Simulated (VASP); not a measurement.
Here is a VASP 6.6.1 calculation.

The input INCAR:

```
SYSTEM = AlN
PREC     = Accurate       ! precision mode
ENCUT    = 600            ! plane-wave cutoff, eV
EDIFF    = 1E-6           ! SCF threshold, eV
ISMEAR   = -1             ! smearing method
SIGMA    = 0.02           ! smearing width, eV
LREAL    = .FALSE.        ! projectors in reciprocal space
LASPH    = .TRUE.         ! aspherical terms in the spheres
NELM     = 120            ! most SCF steps
ALGO     = Normal         ! electronic algorithm
ISIF     = 2              ! what is computed and relaxed
LWAVE    = .FALSE.        ! write WAVECAR
LCHARG   = .FALSE.        ! write CHGCAR
GGA      = PE             ! functional
NBANDS   = 16             ! bands
GGA_COMPAT= .FALSE.
```

File KPOINTS:

```
regular mesh
0
G
  12 12 6
  0 0 0
```

POSCAR

```
AlN
1.0
    3.1532941652      0.0000000000      0.0000000000
   -1.5766470826      2.7308328527      0.0000000000
    0.0000000000      0.0000000000      4.9360797762
Al N
2 2
Direct
    0.3333333333      0.6666666667     -0.0053356499
    0.6666666667      0.3333333333      0.4946643501
    0.3333333333      0.6666666667      0.3803356499
    0.6666666667      0.3333333333      0.8803356499
```

Potentials or basis: VASP PAW PBE potentials, release 64 (Al, N).

Run with:

```console
$ cat potpaw_PBE.64/Al/POTCAR potpaw_PBE.64/N/POTCAR > POTCAR
$ mpirun -np 1 vasp_std > vasp.out
```

Problem. Estimate the largest force.

Solution. 0.026 eV/Å.

Problem. Estimate the pressure.

Solution. -0.3 GPa.

Problem. Estimate the band gap on the k mesh.

Solution. 3.94 eV, direct.

Stress tensor (GPa, compression positive):
```
-2.46  0.00  0.00
 0.00 -2.46  0.00
 0.00  0.00  3.96
```

Caveat: the cell differs from its parent crystal (epitaxial xy strain +1.5%). A k mesh can miss the band edges.
